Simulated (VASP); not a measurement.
# SrY2 (Pn-3m) in VASP: notebook, part 2 of 2

VASP 6.6.1. Earlier steps stand in the parts before.

### Step 4. Single point, r2SCAN

This run uses another cell than the first one, of 37.46 Å³/atom.

Contents of POSCAR:

```
SrY2
1.0
    6.0801083930      0.0000000000      0.0000000000
    0.0000000000      6.0801083930      0.0000000000
    0.0000000000      0.0000000000      6.0801083930
Sr Y
2 4
Direct
    0.0000000000      0.0000000000      0.0000000000
    0.5000000000      0.5000000000      0.5000000000
    0.2500000000      0.2500000000      0.2500000000
    0.2500000000      0.7500000000      0.7500000000
    0.7500000000      0.7500000000      0.2500000000
    0.7500000000      0.2500000000      0.7500000000
```

Contents of INCAR.step1:

```
SYSTEM = SrY2
PREC     = Accurate       ! precision mode
ENCUT    = 520            ! plane-wave cutoff, eV
ISMEAR   = 0              ! smearing method
SIGMA    = 0.1            ! smearing width, eV
LREAL    = .FALSE.        ! projectors in reciprocal space
LASPH    = .TRUE.         ! aspherical terms in the spheres
NELM     = 60             ! most SCF steps
NBANDS   = 41             ! bands
GGA      = PE             ! functional
ALGO     = Normal         ! electronic algorithm
EDIFF    = 1E-4           ! SCF threshold, eV
LWAVE    = .TRUE.         ! write WAVECAR
LCHARG   = .FALSE.        ! write CHGCAR
```

Contents of INCAR.step2:

```
SYSTEM = SrY2
PREC     = Accurate       ! precision mode
ENCUT    = 520            ! plane-wave cutoff, eV
EDIFF    = 1E-7           ! SCF threshold, eV
ISMEAR   = 0              ! smearing method
SIGMA    = 0.1            ! smearing width, eV
LREAL    = .FALSE.        ! projectors in reciprocal space
LASPH    = .TRUE.         ! aspherical terms in the spheres
NELM     = 60             ! most SCF steps
ALGO     = Normal         ! electronic algorithm
ISIF     = 2              ! what is computed and relaxed
LWAVE    = .FALSE.        ! write WAVECAR
LCHARG   = .FALSE.        ! write CHGCAR
METAGGA  = R2SCAN         ! meta-GGA
LMIXTAU  = .TRUE.       
NBANDS   = 41             ! bands
ISTART   = 1
```

Contents of KPOINTS:

```
regular mesh
0
G
  6 6 6
  0 0 0
```

Potentials or basis: VASP PAW PBE potentials, release 64 (Sr_sv, Y_sv).

Started as:

```console
$ cat potpaw_PBE.64/Sr_sv/POTCAR potpaw_PBE.64/Y_sv/POTCAR > POTCAR
$ cp INCAR.step1 INCAR
$ mpirun -np 1 vasp_std > vasp.out
$ cp INCAR.step2 INCAR
$ mpirun -np 1 vasp_std > vasp.out
```

OUTCAR:

```text
SYSTEM = SrY2
   PREC = Accurate
   ENCUT = 520
   EDIFF = 1E-7
   ISMEAR = 0
   LREAL = .FALSE.
   LASPH = .TRUE.
   NELM = 60
   ISIF = 2
   METAGGA = R2SCAN
   ISTART = 1

 ion  position               nearest neighbor table
   1  0.000  0.000  0.000-   3 2.63   4 2.63   5 2.63   6 2.63
   2  0.500  0.500  0.500-   3 2.63   4 2.63   5 2.63   6 2.63
   3  0.250  0.250  0.250-   1 2.63   2 2.63   4 4.30   5 4.30   6 4.30   4 4.30   6 4.30   4 4.30
                             5 4.30   4 4.30   5 4.30   6 4.30   6 4.30   5 4.30
   4  0.250  0.750  0.750-   1 2.63   2 2.63   3 4.30   5 4.30   6 4.30   3 4.30   5 4.30   3 4.30
                             6 4.30   3 4.30   5 4.30   6 4.30   5 4.30   6 4.30
   5  0.750  0.750  0.250-   1 2.63   2 2.63   3 4.30   4 4.30   6 4.30   4 4.30   6 4.30   3 4.30
                             6 4.30   6 4.30   3 4.30   4 4.30   4 4.30   3 4.30
   6  0.750  0.250  0.750-   1 2.63   2 2.63   3 4.30   4 4.30   5 4.30   3 4.30   5 4.30   4 4.30
                             5 4.30   5 4.30   3 4.30   4 4.30   3 4.30   4 4.30

  LATTYP: Found a simple cubic cell.
 ALAT       =     6.0801083930

  Lattice vectors:

 A1 = (   6.0801083930,   0.0000000000,   0.0000000000)
 A2 = (   0.0000000000,   6.0801083930,   0.0000000000)
 A3 = (   0.0000000000,   0.0000000000,   6.0801083930)

Analysis of symmetry for initial positions (statically):
=====================================================================
 Subroutine PRICEL returns:
 Original cell was already a primitive cell.

 Routine SETGRP: Setting up the symmetry group for a
 simple cubic supercell.

 Subroutine GETGRP returns: Found 48 space group operations
 (whereof 24 operations were pure point group operations)
 out of a pool of 48 trial point group operations.

The static configuration has the point symmetry T_d .
 The point group associated with its full space group is O_h .

Analysis of symmetry for dynamics (positions and initial velocities):
=====================================================================
 Subroutine PRICEL returns:
 Original cell was already a primitive cell.
[... 136 lines left out ...]
   LORBIT       =      0    0 simple, 1 ext, 2 COOP (PROOUT), +10 PAW based schemes
   METAGGA = R2SCAN    functional components
   LHFCALC =     F    Hartree Fock is set to
   AEXX    =    0.0000 exact exchange contribution
   IVDW    =     0    specifies the selected vdW correction
   LEPSILON=     F    determine dielectric tensor
   LRPA    =     F    only Hartree local field effects (RPA)
 non-spin polarized calculation
 Gauss-broadening in eV      SIGMA  =   0.10
  energy-cutoff  :      520.00
  volume of cell :      224.77
 maximum number of plane-waves:      6088
 NGX is ok and might be reduce to    48
   NGX = 23   NGY = 23   NGZ = 23

 number of electron      64.0000005 magnetization

 Free energy of the ion-electron system (eV)
  ---------------------------------------------------
  ext. energy  EPLUGINS =         0.00000000
  ---------------------------------------------------
  free energy    TOTEN  =       -99.77208868 eV

  energy without entropy =      -99.75736618  energy(sigma->0) =      -99.76472743

 E-fermi :   2.0699     XC(G=0):  -9.2354

 val. band max:        2.0220046283   @ k =   0.5000   0.3333   0.1667
 cond. band min:       2.0896709075   @ k =   0.5000   0.5000   0.0000
 fundamental gap:      0.0676662791
 Fermi energy:         2.0698909116

 k-point     1 :       0.0000    0.0000    0.0000
  band No.  band energies     occupation
      1     -42.8665      2.00000
      2     -42.8392      2.00000
      3     -42.8392      2.00000
      4     -42.8392      2.00000
      5     -35.2068      2.00000
      6     -35.1022      2.00000
[... 869 lines left out ...]
     40       3.7397      0.00000
     41       4.6973      0.00000

------------------------ aborting loop because EDIFF is reached ----------------------------------------

  FORCE on cell =-STRESS in cart. coord.  units (eV):
  Direction    XX          YY          ZZ          XY          YZ          ZX
  --------------------------------------------------------------------------------------
  -------------------------------------------------------------------------------------
  Total        0.1130463      0.1130463      0.1130463     -0.0000000     -0.0000000     -0.0000000
  in kB        0.8058105      0.8058105      0.8058105     -0.0000000     -0.0000000     -0.0000000
  external PRESSURE =       0.8058105 kB  Pullay stress =       0.0000000 kB

 VOLUME and BASIS-vectors are now :
 -----------------------------------------------------------------------------
  energy-cutoff  :      520.00
  volume of cell :      224.77
      direct lattice vectors                 reciprocal lattice vectors
     6.080108393  0.000000000  0.000000000     0.164470752  0.000000000  0.000000000
     0.000000000  6.080108393  0.000000000     0.000000000  0.164470752  0.000000000
     0.000000000  0.000000000  6.080108393     0.000000000  0.000000000  0.164470752

 POSITION                                       TOTAL-FORCE (eV/Angst)
 -----------------------------------------------------------------------------------
      0.00000      0.00000      0.00000         0.000000     -0.000000     -0.000000
      3.04005      3.04005      3.04005        -0.000000      0.000000      0.000000
      1.52003      1.52003      1.52003         0.000000      0.000000     -0.000000
      1.52003      4.56008      4.56008         0.000000     -0.000000      0.000000
      4.56008      4.56008      1.52003        -0.000000      0.000000     -0.000000
      4.56008      1.52003      4.56008        -0.000000     -0.000000      0.000000
 -----------------------------------------------------------------------------------
    total drift:                               -0.000000     -0.000000      0.000000

  FREE ENERGIE OF THE ION-ELECTRON SYSTEM (eV)
  ---------------------------------------------------
  free  energy   TOTEN  =       -99.7720886782 eV

  energy  without entropy=      -99.7573661821  energy(sigma->0) =      -99.76472743
```

OUTCAR.step1:

```text
SYSTEM = SrY2
   PREC = Accurate
   ENCUT = 520
   ISMEAR = 0
   LREAL = .FALSE.
   LASPH = .TRUE.
   NELM = 60
[... 1115 lines left out ...]
      1.52003      4.56008      4.56008         0.000000     -0.000000      0.000000
      4.56008      4.56008      1.52003        -0.000000      0.000000     -0.000000
      4.56008      1.52003      4.56008        -0.000000      0.000000      0.000000
 -----------------------------------------------------------------------------------
    total drift:                               -0.000000     -0.000000      0.000000

  FREE ENERGIE OF THE ION-ELECTRON SYSTEM (eV)
  ---------------------------------------------------
  free  energy   TOTEN  =       -17.2281375186 eV

  energy  without entropy=      -17.2062440247  energy(sigma->0) =      -17.21719077
```

It took 5.5 min on 1 thread of Intel Xeon 6975P-C (Granite Rapids), shared host; peak memory 0.46 GiB.

What came out:

```yaml
Free_energy: -99.7721 eV
Pressure: 0.1 GPa
Band_gap_on_the_k_mesh: zero (bands 32 and 33 overlap by 0.23 eV)
```

Caveat: the PAW data sets were made with another functional, which shifts forces and pressure a little.

### Step 5. Summary

```tsv
cell	k mesh	gap on the mesh (eV)	pressure (GPa)
a = 5.792 Å, 6 atoms	4 × 4 × 4	none	6.0
a = 6.075 Å, 6 atoms	4 × 4 × 4	none	0.2
a = 6.080 Å, 6 atoms	6 × 6 × 6	none	0.1
```

Alike in all rows: task single point; level r2SCAN; potentials or basis VASP PAW PBE potentials, release 64 (Sr_sv, Y_sv); no spin polarisation; cutoff (eV) 520; smearing gaussian 0.1 eV.

Caveats: the PAW data sets were made with another functional, which shifts forces and pressure a little; the cell stands under pressure (at least some runs).

Absolute energies hang on the potentials; compare differences alone.
